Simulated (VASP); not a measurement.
Input of a VASP 6.6.1 run:

POSCAR

```
RbBr
1.0
    4.1260773000      0.0000000000      0.0000000000
    0.0000000000      4.1260773000      0.0000000000
    0.0000000000      0.0000000000      4.1260773000
Rb Br
1 1
Direct
    0.0000000000      0.0000000000      0.0000000000
    0.5000000000      0.5000000000      0.5000000000
```

Contents of INCAR.step1:

```
SYSTEM = RbBr
ALGO = Normal
EDIFF = 1E-5
ENCUT = 520
GGA = PE
ISIF = 2
ISMEAR = -1
LASPH = .True.
LCHARG = .False.
LREAL = .False.
LWAVE = .True.
NBANDS = 15
NELM = 80
PREC = Accurate
SIGMA = 0.05
```

INCAR.step2

```
SYSTEM = RbBr
AEXX = 0.2
ALGO = Normal
EDIFF = 1E-6
ENCUT = 520
GGA = PE
HFSCREEN = 0.2
ISIF = 2
ISMEAR = -1
ISTART = 1
LASPH = .True.
LCHARG = .False.
LHFCALC = .True.
LREAL = .False.
LWAVE = .False.
NBANDS = 15
NELM = 80
PREC = Accurate
PRECFOCK = Normal
SIGMA = 0.05
```

File KPOINTS:

```
k-points
0
Gamma
  4 4 4
  0 0 0
```

Potentials or basis: VASP PAW PBE potentials, release 64 (Rb_sv, Br).

Run with:

```console
$ cat potpaw_PBE.64/Rb_sv/POTCAR potpaw_PBE.64/Br/POTCAR > POTCAR
$ cp INCAR.step1 INCAR
$ mpirun -np 1 vasp_std > vasp.out
$ cp INCAR.step2 INCAR
$ mpirun -np 1 vasp_std > vasp.out
```

Problem. Predict the pressure.

Solution. 0.5 GPa.

Problem. What does it give for the band gap on the k mesh?

Solution. 5.04 eV (least direct gap 5.20 eV).

Caveat: the PAW data sets were made with another functional, which shifts forces and pressure a little. A k mesh can miss the band edges.
